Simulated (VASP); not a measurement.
Set up this calculation in VASP 6.6.1, as the native input.

| Quantity | Value |
| --- | --- |
| Task | relaxation of cell and atoms |
| Functional | PBE |
| Potentials or basis | VASP PAW PBE potentials, release 64 (In_d, Te) |
| Cutoff | 600 eV |
| k mesh | 3 × 3 × 6 |
| Occupations | gaussian, width 0.1 eV |
| Spin | no spin polarisation |
| Dipole correction | no |
| Further INCAR settings | ALGO = Fast; EDIFF = 1e-06; IBRION = 2; EDIFFG = -0.04; NSW = 90; ISIF = 3 |

The structure of In6Te lies in POSCAR:

```
In6Te
1.0
    9.3363249658      0.0000000000      0.0000000000
   -4.6681624829      8.0854945984      0.0000000000
    0.0000000000      0.0000000000      3.1335461128
In Te
6 1
Direct
    0.0000000000      0.3360970218      0.5000000000
    0.6639029782      0.6639029782      0.5000000000
    0.3360970218      0.0000000000      0.5000000000
    0.0000000000      0.6639029782      0.5000000000
    0.3360970218      0.3360970218      0.5000000000
    0.6639029782      0.0000000000      0.5000000000
    0.0000000000      0.0000000000      0.0000000000
```

The cell was generated, and may not be a known phase.

The input as run:

INCAR

```
PREC = Accurate
ENCUT = 600
EDIFF = 1E-6
ISMEAR = 0
SIGMA = 0.1
LREAL = F
LASPH = T
NELM = 80
ALGO = Fast
ISIF = 3
LWAVE = F
LCHARG = F
GGA = PE
IBRION = 2
NSW = 90
EDIFFG = -0.04
```

KPOINTS

```
regular mesh
0
Gamma
  3 3 6
```

Potentials or basis: VASP PAW PBE potentials, release 64 (In_d, Te).

Command:

```sh
$ cat potpaw_PBE.64/In_d/POTCAR potpaw_PBE.64/Te/POTCAR > POTCAR
$ mpirun -np 1 vasp_std > vasp.out
```

Results of the run:

- Relaxed volume: 34.13 Å³/atom
- Relaxed cell: a = 9.117 Å, b = 9.117 Å, c = 3.319 Å, α = 90.00°, β = 90.00°, γ = 120.00°
- Space group after relaxing (to 0.1 Å): P6/mmm (No. 191)
- Energy gained by relaxing: 31.2 meV/atom
- Ionic steps: 9
- Pressure after relaxing: 0.1 GPa
- Largest force after relaxing: 0.031 eV/Å
- Band gap on the k mesh: zero (bands 42 and 43 overlap by 1.49 eV)

Caveat: spin-orbit coupling is left out, which moves the levels of the heavy elements.

Run time: 19 min on 1 thread of Intel(R) Xeon(R) 6975P-C (Granite Rapids), with other jobs on the host, peak memory 0.51 GiB.
